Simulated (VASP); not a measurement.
Wanted: the native input for a VASP 6.6.1 run.

| Property | Result |
| --- | --- |
| Task | single point |
| Functional | PBEsol |
| Potentials or basis | VASP PAW PBE potentials, release 64 (Mn_sv) |
| Cutoff | 680 eV |
| k mesh | 6 × 6 × 4 |
| Occupations | gaussian, width 0.1 eV |
| Spin | collinear spin, ferromagnetic start |
| Starting moments | [4.0, 4.0, 4.0, 4.0] μB |
| Dipole correction | no |
| Further INCAR settings | ALGO = Normal; EDIFF = 1e-06; NBANDS = 42 |

The structure of Mn lies in POSCAR:

```
Mn
1.0
    2.0070392389     -3.4015593086      0.0000000000
    2.0070392389      3.4015593086      0.0000000000
    0.0000000000      0.0000000000      4.0194178865
Mn
4
Direct
    0.1525000000      0.8475000000      0.0785000000
    0.6525000000      0.3475000000      0.4215000000
    0.8475000000      0.1525000000      0.9215000000
    0.3475000000      0.6525000000      0.5785000000
```

One way to write it, as run:

INCAR

```
SYSTEM = Mn
PREC = Accurate
ENCUT = 680
EDIFF = 1E-6
ISMEAR = 0
SIGMA = 0.1
LREAL = .False.
LASPH = .True.
NELM = 200
ALGO = Normal
ISIF = 2
LWAVE = .False.
LCHARG = .False.
ISPIN = 2
MAGMOM = 4 4 4 4
LORBIT = 11
LMAXMIX = 4
GGA = PS
NBANDS = 42
GGA_COMPAT = .False.
```

KPOINTS

```
Automatic mesh
0
Gamma
  6 6 4
  0 0 0
```

Potentials or basis: VASP PAW PBE potentials, release 64 (Mn_sv).

The run is started by

```bash
$ cat potpaw_PBE.64/Mn_sv/POTCAR > POTCAR
$ mpirun -np 1 vasp_std > vasp.out
```

Results of the run:

- Pressure: -23.7 GPa
- Largest force: 0.378 eV/Å
- Net moment: 0.82 μB per cell
- Site moments: Mn +0.19 μB
- Valence electrons inside the program's atomic spheres: Mn 13.02

Caveat: the k points lie up to 0.39 Å⁻¹ apart; the PAW data sets were made with another functional, which shifts forces and pressure a little.

Run time: 7.5 min on 1 thread of AMD EPYC 7R43 64-Core Processor (Zen 3) (shared host), peak memory 0.32 GiB.
